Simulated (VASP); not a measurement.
# AlN (Pm-3m) in VASP: a series of runs

The runs below take AlN through single point, with PBE-based global hybrid.

Everything below comes from runs of VASP 6.6.1. Logs are shortened: lines on timing, memory, paths and dates and some standing lists are left out, and cuts for length are marked.

**1. The cell of the first run**

Symmetry: Pm-3m, No. 221, cubic system. The conventional cell has a = 2.585 Å, b = 2.585 Å, c = 2.585 Å, α = 90.00°, β = 90.00°, γ = 90.00°. Within 3.0 Å of Al (site symmetry m-3m) lie 8 N at 2.24 Å and 6 Al at 2.59 Å. Within 3.0 Å of N (site symmetry m-3m) lie 8 Al at 2.24 Å and 6 N at 2.59 Å.

**2. Single point, PBE-based global hybrid**

POSCAR reads:

```
AlN
1.0
    2.5854596279      0.0000000000      0.0000000000
    0.0000000000      2.5854596279      0.0000000000
    0.0000000000      0.0000000000      2.5854596279
Al N
1 1
Direct
    0.0000000000      0.0000000000      0.0000000000
    0.5000000000      0.5000000000      0.5000000000
```

INCAR.step1 reads:

```
SYSTEM = AlN
ALGO = Normal
EDIFF = 1E-5
ENCUT = 520
GGA = PE
ISIF = 2
ISMEAR = -1
LASPH = .True.
LREAL = .False.
LWAVE = .True.
NBANDS = 11
NELM = 60
PREC = Accurate
SIGMA = 0.02
```

INCAR.step2 reads:

```
SYSTEM = AlN
AEXX = 0.35
ALGO = Normal
EDIFF = 1E-6
ENCUT = 520
GGA = PE
ISIF = 2
ISMEAR = -1
ISTART = 1
LASPH = .True.
LCHARG = .True.
LELF = .True.
LHFCALC = .True.
LREAL = .False.
LVHAR = .True.
LWAVE = .False.
NBANDS = 11
NELM = 60
PREC = Accurate
PRECFOCK = Normal
SIGMA = 0.02
```

KPOINTS reads:

```
k-points
0
Gamma
  4 4 4
  0 0 0
```

Potentials or basis: VASP PAW PBE potentials, release 64 (Al, N).

Run with:

```console
$ cat potpaw_PBE.64/Al/POTCAR potpaw_PBE.64/N/POTCAR > POTCAR
$ cp INCAR.step1 INCAR
$ mpirun -np 1 vasp_std > vasp.out
$ cp INCAR.step2 INCAR
$ mpirun -np 1 vasp_std > vasp.out
```

OUTCAR:

```text
SYSTEM = AlN
   AEXX = 0.35
   EDIFF = 1E-6
   ENCUT = 520
   GGA = PE
   ISIF = 2
   ISMEAR = -1
   ISTART = 1
   LASPH = .True.
   LHFCALC = .True.
   LREAL = .False.
   NELM = 60
   PREC = Accurate
   PRECFOCK = Normal

 ion  position               nearest neighbor table
   1  0.000  0.000  0.000-   2 2.24   2 2.24   2 2.24   2 2.24   2 2.24   2 2.24   2 2.24   2 2.24

   2  0.500  0.500  0.500-   1 2.24   1 2.24   1 2.24   1 2.24   1 2.24   1 2.24   1 2.24   1 2.24

  LATTYP: Found a simple cubic cell.
 ALAT       =     2.5854596279

  Lattice vectors:

 A1 = (   2.5854596279,   0.0000000000,   0.0000000000)
 A2 = (   0.0000000000,   2.5854596279,   0.0000000000)
 A3 = (   0.0000000000,   0.0000000000,   2.5854596279)

Analysis of symmetry for initial positions (statically):
=====================================================================
 Subroutine PRICEL returns:
 Original cell was already a primitive cell.

 Routine SETGRP: Setting up the symmetry group for a
 simple cubic supercell.

 Subroutine GETGRP returns: Found 48 space group operations
 (whereof 48 operations were pure point group operations)
 out of a pool of 48 trial point group operations.

The static configuration has the point symmetry O_h .

Analysis of symmetry for dynamics (positions and initial velocities):
=====================================================================
 Subroutine PRICEL returns:
 Original cell was already a primitive cell.

 Routine SETGRP: Setting up the symmetry group for a
 simple cubic supercell.

 Subroutine GETGRP returns: Found 48 space group operations
 (whereof 48 operations were pure point group operations)
 out of a pool of 48 trial point group operations.

The dynamic configuration has the point symmetry O_h .

 Subroutine INISYM returns: Found 48 space group operations
 (whereof 48 operations are pure point group operations),
 and found     1 'primitive' translations

----------------------------------------------------------------------------------------

                                     Primitive cell

  volume of cell :      17.2828

  direct lattice vectors                    reciprocal lattice vectors
     2.585459628  0.000000000  0.000000000     0.386778424  0.000000000  0.000000000
     0.000000000  2.585459628  0.000000000     0.000000000  0.386778424  0.000000000
     0.000000000  0.000000000  2.585459628     0.000000000  0.000000000  0.386778424

  length of vectors
     2.585459628  2.585459628  2.585459628     0.386778424  0.386778424  0.386778424

  position of ions in fractional coordinates (direct lattice)
     0.000000000  0.000000000  0.000000000
     0.500000000  0.500000000  0.500000000

  ion indices of the primitive-cell ions
   primitive index   ion index
                 1           1
                 2           2

----------------------------------------------------------------------------------------

 KPOINTS: k-points

Automatic generation of k-mesh.
 Grid dimensions read from file:
 generate k-points for:    4    4    4

 Generating k-lattice:

  Cartesian coordinates                     Fractional coordinates (reciprocal lattice)
     0.096694606  0.000000000  0.000000000     0.250000000  0.000000000  0.000000000
     0.000000000  0.096694606  0.000000000     0.000000000  0.250000000  0.000000000
     0.000000000  0.000000000  0.096694606     0.000000000  0.000000000  0.250000000

  Length of vectors
     0.096694606  0.096694606  0.096694606

  Shift w.r.t. Gamma in fractional coordinates (k-lattice)
     0.000000000  0.000000000  0.000000000

 Subroutine IBZKPT returns following result:
 ===========================================

 Found     10 irreducible k-points:

 Following reciprocal coordinates:
            Coordinates               Weight
  0.000000  0.000000  0.000000      1.000000
  0.250000  0.000000  0.000000      6.000000
  0.500000  0.000000  0.000000      3.000000
  0.250000  0.250000  0.000000     12.000000
  0.500000  0.250000  0.000000     12.000000
  0.500000  0.500000  0.000000      3.000000
  0.250000  0.250000  0.250000      8.000000
  0.500000  0.250000  0.250000     12.000000
  0.500000  0.500000  0.250000      6.000000
  0.500000  0.500000  0.500000      1.000000
   k-points           NKPTS =     10   k-points in BZ     NKDIM =     64   number of bands    NBANDS=     11
   number of dos      NEDOS =    301   number of ions     NIONS =      2
   total plane-waves  NPLWV =   8000
   dimension x,y,z NGX =    20 NGY =   20 NGZ =   20
   dimension x,y,z NGXF=    40 NGYF=   40 NGZF=   40
   ions per type =               1   1
   NGX,Y,Z   is equivalent  to a cutoff of  12.86, 12.86, 12.86 a.u.
   NGXF,Y,Z  is equivalent  to a cutoff of  25.72, 25.72, 25.72 a.u.
 SYSTEM =  AlN
   PREC   = accura    normal or accurate (medium, high low for compatibility)
   ISTART =      1    job   : 0-new  1-cont  2-samecut
   ICHARG =      0    charge: 1-file 2-atom 10-const
   ISPIN  =      1    spin polarized calculation?
   LNONCOLLINEAR =      F non collinear calculations
   LSORBIT =      F    spin-orbit coupling
   LASPH  =      T    aspherical Exc in radial PAW
   ENCUT  =  520.0 eV  38.22 Ry    6.18 a.u.   4.81  4.81  4.81*2*pi/ulx,y,z
   NELM   =     60;   NELMIN=  2; NELMDL=  0     # of ELM steps
   EDIFF  = 0.1E-05   stopping-criterion for ELM
   LREAL  =      F    real-space projection
   EDIFFG = 0.1E-04   stopping-criterion for IOM
   NSW    =      0    number of steps for IOM
   IBRION =     -1    ionic relax: 0-MD 1-quasi-New 2-CG
   NFREE  =      0    steps in history (QN), initial steepest desc. (CG)
   ISIF   =      2    stress and relaxation
   ISYM   =      3    0-nonsym 1-usesym 2-fastsym
   POTIM  = 0.5000    time-step for ionic-motion
   TEBEG  =    0.0;   TEEND  =   0.0 temperature during run
   PSTRESS=    0.0 pullay stress
   NELECT =       8.0000    total number of electrons
   NUPDOWN=      -1.0000    fix difference up-down
   EMIN   =  10.00;   EMAX   =-10.00  energy-range for DOS
   EFERMI =   0.00;   METHOD = LEGACY
   ISMEAR =    -1;   SIGMA  =   0.02  broadening in eV -4-tet -1-fermi 0-gaus
   EFERMI_NEDOS =   21; number of points for ismear=-14 and -15
   IALGO  =     38    algorithm
   IMIX   =      1    mixing-type and parameters
     AMIX     =   0.40;   BMIX     =  1.00
     AMIX_MAG =   1.60;   BMIX_MAG =  1.00
  volume/ion in A,a.u.               =       8.64        58.31
  Fermi-wavevector in a.u.,A,eV,Ry     =   1.266389  2.393128 21.820216  1.603741
  Thomas-Fermi vector in A             =   2.399592
   LORBIT       =      0    0 simple, 1 ext, 2 COOP (PROOUT), +10 PAW based schemes
   GGA     = PE    functional components
   LHFCALC =     T    Hartree Fock is set to
   PRECFOCK=normal    Normal, Fast or Accurate (Low or Medium for compatibility)
   ENCUT4O =  -1.0   cutoff for four orbital integrals eV
   NKREDX  =     1    reduce k-point grid by
   NKREDY  =     1    reduce k-point grid by
   NKREDZ  =     1    reduce k-point grid by
   AEXX    =    0.3500 exact exchange contribution
   HFSCREEN=    0.0000 screening length (either q_TF or 0.3 A-1)
   HFSCREENC=   0.0000 screening length for correlation (either q_TF or 0.3 A-1)
   ENCUTFOCK=  -1.0 apply spherical cutoff to Coloumb kernel
   IVDW    =     0    specifies the selected vdW correction
   LEPSILON=     F    determine dielectric tensor
   LRPA    =     F    only Hartree local field effects (RPA)
 non-spin polarized calculation
  energy-cutoff  :      520.00
  volume of cell :       17.28
 maximum number of plane-waves:       480
 NGX is ok and might be reduce to    20
  NGX = 16; NGY = 16; NGZ = 16

 number of electron       7.9999999 magnetization

 Free energy of the ion-electron system (eV)
  ---------------------------------------------------
  ext. energy  EPLUGINS =         0.00000000
  ---------------------------------------------------
  free energy    TOTEN  =       -15.85893855 eV

  energy without entropy =      -15.85893855  energy(sigma->0) =      -15.85893855

 E-fermi :  10.4377     XC(G=0):  -8.5370

 val. band max:        9.8440777478   @ k =   0.5000   0.2500   0.0000
 cond. band min:      11.6453629286   @ k =   0.5000   0.5000   0.2500
 fundamental gap:      1.8012851808
 Fermi energy:        10.4376806009

 k-point     1 :       0.0000    0.0000    0.0000
  band No.  band energies     occupation
      1     -11.3580      2.00000
      2       7.8973      2.00000
      3       7.8973      2.00000
      4       7.8973      2.00000
      5      13.4418      0.00000
      6      18.8908      0.00000
      7      18.8908      0.00000
      8      29.6787      0.00000
      9      29.6787      0.00000
     10      29.6787      0.00000
     11      36.8026      0.00000

 k-point     2 :       0.2500    0.0000    0.0000
  band No.  band energies     occupation
      1     -10.2243      2.00000
      2       2.2814      2.00000
      3       8.4860      2.00000
      4       8.4860      2.00000
      5      15.6672      0.00000
      6      20.2783      0.00000
      7      21.7419      0.00000
      8      27.2998      0.00000
      9      27.2998      0.00000
     10      30.9229      0.00000
     11      32.6979      0.00000

 k-point     3 :       0.5000    0.0000    0.0000
  band No.  band energies     occupation
      1      -8.3822      2.00000
      2      -1.9211      2.00000
      3       9.1796      2.00000
      4       9.1796      2.00000
      5      17.4410      0.00000
      6      20.9829      0.00000
      7      23.0820      0.00000
      8      25.0089      0.00000
      9      25.0089      0.00000
     10      27.0907      0.00000
     11      34.8554      0.00000
[... 71 lines left out ...]
 k-point     9 :       0.5000    0.5000    0.2500
  band No.  band energies     occupation
      1      -5.2119      2.00000
      2       2.5012      2.00000
      3       2.5012      2.00000
      4       7.1264      2.00000
      5      11.6454      0.00000
      6      17.6125      0.00000
      7      17.6125      0.00000
      8      24.7492      0.00000
      9      29.4575      0.00000
     10      31.7932      0.00000
     11      31.7932      0.00000

 k-point    10 :       0.5000    0.5000    0.5000
  band No.  band energies     occupation
      1      -4.0261      2.00000
      2       4.1248      2.00000
      3       4.1248      2.00000
      4       4.1248      2.00000
      5      13.6785      0.00000
      6      13.6785      0.00000
      7      13.6785      0.00000
      8      20.7243      0.00000
      9      32.9302      0.00000
     10      32.9302      0.00000
     11      32.9302      0.00000

------------------------ aborting loop because EDIFF is reached ----------------------------------------

  FORCE on cell =-STRESS in cart. coord.  units (eV):
  Direction    XX          YY          ZZ          XY          YZ          ZX
  --------------------------------------------------------------------------------------
  -------------------------------------------------------------------------------------
  Total       -0.6938761     -0.6938761     -0.6938761     -0.0000000     -0.0000000      0.0000000
  in kB      -64.3249192    -64.3249192    -64.3249192     -0.0000000     -0.0000000      0.0000000
  external PRESSURE =     -64.3249192 kB  Pullay stress =       0.0000000 kB

 VOLUME and BASIS-vectors are now :
 -----------------------------------------------------------------------------
  energy-cutoff  :      520.00
  volume of cell :       17.28
      direct lattice vectors                 reciprocal lattice vectors
     2.585459628  0.000000000  0.000000000     0.386778424  0.000000000  0.000000000
     0.000000000  2.585459628  0.000000000     0.000000000  0.386778424  0.000000000
     0.000000000  0.000000000  2.585459628     0.000000000  0.000000000  0.386778424

 POSITION                                       TOTAL-FORCE (eV/Angst)
 -----------------------------------------------------------------------------------
      0.00000      0.00000      0.00000         0.000000      0.000000      0.000000
      1.29273      1.29273      1.29273         0.000000      0.000000      0.000000
 -----------------------------------------------------------------------------------
    total drift:                                0.000000      0.000000     -0.000000

  FREE ENERGIE OF THE ION-ELECTRON SYSTEM (eV)
  ---------------------------------------------------
  free  energy   TOTEN  =       -15.8589385469 eV

  energy  without entropy=      -15.8589385469  energy(sigma->0) =      -15.85893855
```

It took 37 s on 1 thread of AMD EPYC 9R45 (Zen 5), shared host; peak memory 0.09 GiB.

What came out:

| Item | Value |
| --- | --- |
| Free energy | -15.8589 eV |
| Pressure | -6.4 GPa |
| Band gap on the k mesh | 1.80 eV, indirect (least direct gap 2.56 eV) |

Levels at points of the mesh, in eV from the valence-band top:
```tsv
k point	band 1	band 2	band 3	band 4	band 5	band 6	band 7	band 8
(0.00, 0.00, 0.00)	-21.20	-1.95	-1.95	-1.95	3.60	9.05	9.05	19.83
(0.50, 0.00, 0.00)	-18.23	-11.77	-0.66	-0.66	7.60	11.14	13.24	15.16
(0.50, 0.50, 0.00)	-15.90	-8.43	-8.43	-0.66	1.90	13.30	13.30	15.47
(0.50, 0.50, 0.50)	-13.87	-5.72	-5.72	-5.72	3.83	3.83	3.83	10.88
```

Caveat: the k points lie up to 0.61 Å⁻¹ apart; the PAW data sets were made with another functional, which shifts forces and pressure a little. A k mesh can miss the band edges.

**3. Single point, PBE-based global hybrid**

POSCAR is that of step 2.

INCAR.step1 reads:

```
  PREC = Accurate
  ENCUT = 520
  EDIFF = 1E-5
  ISMEAR = -1
  SIGMA = 0.02
  LREAL = F
  LASPH = T
  NELM = 60
  ALGO = Normal
  ISIF = 2
  LWAVE = T
  LCHARG = F
  NBANDS = 11
  GGA = PE
```

INCAR.step2 reads:

```
  PREC = Accurate
  ENCUT = 520
  EDIFF = 1E-6
  ISMEAR = -1
  SIGMA = 0.02
  LREAL = F
  LASPH = T
  NELM = 60
  ALGO = Normal
  ISIF = 2
  LWAVE = F
  LCHARG = F
  GGA = PE
  LHFCALC = T
  AEXX = 0.4
  PRECFOCK = Normal
  NBANDS = 11
  ISTART = 1
```

KPOINTS reads:

```
Automatic mesh
0
Gamma
  4 4 4
```

Potentials or basis: VASP PAW PBE potentials, release 64 (Al, N).

Run with:

```console
$ cat potpaw_PBE.64/Al/POTCAR potpaw_PBE.64/N/POTCAR > POTCAR
$ cp INCAR.step1 INCAR
$ mpirun -np 1 vasp_std > vasp.out
$ cp INCAR.step2 INCAR
$ mpirun -np 1 vasp_std > vasp.out
```

OUTCAR:

```text
PREC = Accurate
   ENCUT = 520
   EDIFF = 1E-6
   ISMEAR = -1
   LREAL = F
   LASPH = T
   NELM = 60
   ISIF = 2
   GGA = PE
   LHFCALC = T
   AEXX = 0.4
   PRECFOCK = Normal
   ISTART = 1

 ion  position               nearest neighbor table
   1  0.000  0.000  0.000-   2 2.24   2 2.24   2 2.24   2 2.24   2 2.24   2 2.24   2 2.24   2 2.24

   2  0.500  0.500  0.500-   1 2.24   1 2.24   1 2.24   1 2.24   1 2.24   1 2.24   1 2.24   1 2.24

[... 322 lines left out ...]

------------------------ aborting loop because EDIFF is reached ----------------------------------------

  FORCE on cell =-STRESS in cart. coord.  units (eV):
  Direction    XX          YY          ZZ          XY          YZ          ZX
  --------------------------------------------------------------------------------------
  -------------------------------------------------------------------------------------
  Total       -0.8618496     -0.8618496     -0.8618496      0.0000000      0.0000000     -0.0000000
  in kB      -79.8966896    -79.8966896    -79.8966896      0.0000000      0.0000000     -0.0000000
  external PRESSURE =     -79.8966896 kB  Pullay stress =       0.0000000 kB

 VOLUME and BASIS-vectors are now :
 -----------------------------------------------------------------------------
  energy-cutoff  :      520.00
  volume of cell :       17.28
      direct lattice vectors                 reciprocal lattice vectors
     2.585459628  0.000000000  0.000000000     0.386778424  0.000000000  0.000000000
     0.000000000  2.585459628  0.000000000     0.000000000  0.386778424  0.000000000
     0.000000000  0.000000000  2.585459628     0.000000000  0.000000000  0.386778424

 POSITION                                       TOTAL-FORCE (eV/Angst)
 -----------------------------------------------------------------------------------
      0.00000      0.00000      0.00000         0.000000      0.000000      0.000000
      1.29273      1.29273      1.29273         0.000000      0.000000      0.000000
 -----------------------------------------------------------------------------------
    total drift:                                0.000000      0.000000     -0.000000

  FREE ENERGIE OF THE ION-ELECTRON SYSTEM (eV)
  ---------------------------------------------------
  free  energy   TOTEN  =       -16.5295052724 eV

  energy  without entropy=      -16.5295052724  energy(sigma->0) =      -16.52950527
```

OUTCAR.step1:

```text
PREC = Accurate
   ENCUT = 520
   EDIFF = 1E-5
   ISMEAR = -1
   LREAL = F
[... 346 lines left out ...]
      0.00000      0.00000      0.00000         0.000000      0.000000      0.000000
      1.29273      1.29273      1.29273         0.000000      0.000000      0.000000
 -----------------------------------------------------------------------------------
    total drift:                                0.000000      0.000000      0.000000

  FREE ENERGIE OF THE ION-ELECTRON SYSTEM (eV)
  ---------------------------------------------------
  free  energy   TOTEN  =       -11.3697412276 eV

  energy  without entropy=      -11.3632735077  energy(sigma->0) =      -11.36650737
```

Wall time 36 s (1 thread of AMD EPYC 9R45 (Zen 5), shared host); peak memory 0.09 GiB.

What came out:

```yaml
Free_energy: -16.5295 eV
Pressure: -8.0 GPa
Band_gap_on_the_k_mesh: 2.09 eV, indirect (least direct gap 2.62 eV)
```

Caveat: the k points lie up to 0.61 Å⁻¹ apart; the PAW data sets were made with another functional, which shifts forces and pressure a little.
